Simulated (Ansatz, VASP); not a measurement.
Given: the input of a run of Ansatz 0.2.0 on InSb3.

The input input.yaml:

```yaml
crystal:
  lattice:
    - [0.0, 3.7170933668, 3.7170933668]
    - [3.7170933668, 0.0, 3.7170933668]
    - [3.7170933668, 3.7170933668, 0.0]
  atoms:
    - { symbol: Sb, position: [0.5, 0.5, 0.5] }
    - { symbol: Sb, position: [0.75, 0.75, 0.75] }
    - { symbol: Sb, position: [0.25, 0.25, 0.25] }
    - { symbol: In, position: [0.0, 0.0, 0.0] }
hamiltonian:
  xc: lda
  pseudopotentials: { kind: paw }
kpoints:
  mp_grid: { grid: [6, 6, 6] }
scf:
  occupations: { method: fermi_dirac, width: 0.05 }
output:
  forces: true
  stress: true
  eigenvalues: true
```

Potentials or basis: Ansatz PAW.

Launch:

```sh
$ ansatz run input.yaml --threads 2 --pin off --max-ram 5632MiB --backend cpu --events-out ev --progress --plain --runs-dir out
```

Set up the same calculation for VASP 6.6.1. Potentials there: VASP PAW LDA potentials, release 64 (Sb, In_d).

As run (the cutoff follows the program's own potentials):

Contents of INCAR:

```
SYSTEM = InSb3
ALGO     = Normal         ! electronic algorithm
EDIFF    = 1E-7           ! SCF threshold, eV
ENCUT    = 520            ! plane-wave cutoff, eV
GGA      = CA             ! functional
ISIF     = 2              ! what is computed and relaxed
ISMEAR   = -1             ! smearing method
LASPH    = .True.         ! aspherical terms in the spheres
LCHARG   = .False.        ! write CHGCAR
LREAL    = .False.        ! projectors in reciprocal space
LWAVE    = .False.        ! write WAVECAR
NBANDS   = 22             ! bands
NELM     = 80             ! most SCF steps
PREC     = Accurate       ! precision mode
SIGMA    = 0.05           ! smearing width, eV
```

KPOINTS

```
k-points
0
Gamma
  6 6 6
  0 0 0
```

POSCAR

```
InSb3
1.0
    0.0000000000      3.7170933668      3.7170933668
    3.7170933668      0.0000000000      3.7170933668
    3.7170933668      3.7170933668      0.0000000000
Sb In
3 1
Direct
    0.5000000000      0.5000000000      0.5000000000
    0.7500000000      0.7500000000      0.7500000000
    0.2500000000      0.2500000000      0.2500000000
    0.0000000000      0.0000000000      0.0000000000
```

Potentials or basis: VASP PAW LDA potentials, release 64 (Sb, In_d).

Run with:

```console
$ cat potpaw_LDA.64/Sb/POTCAR potpaw_LDA.64/In_d/POTCAR > POTCAR
$ mpirun -np 1 vasp_std > vasp.out
```

Both were run:

|  | VASP | Ansatz | Ansatz less VASP |
| --- | --- | --- | --- |
| gap on the k mesh at the Fermi level (eV) | none | none | - |
| pressure (GPa) | -1.1 | -1.2 | -0.10 |

LDA's correlation is that of Perdew and Zunger in VASP and of Perdew and Wang (1992) in Ansatz. A gap of «none» marks a metal or a gap that the smearing closes. VASP's potentials hold 28 valence electrons a cell and Ansatz's 58, so a difference there can come from the potentials and not from the codes.

Neither program's run includes spin-orbit coupling.
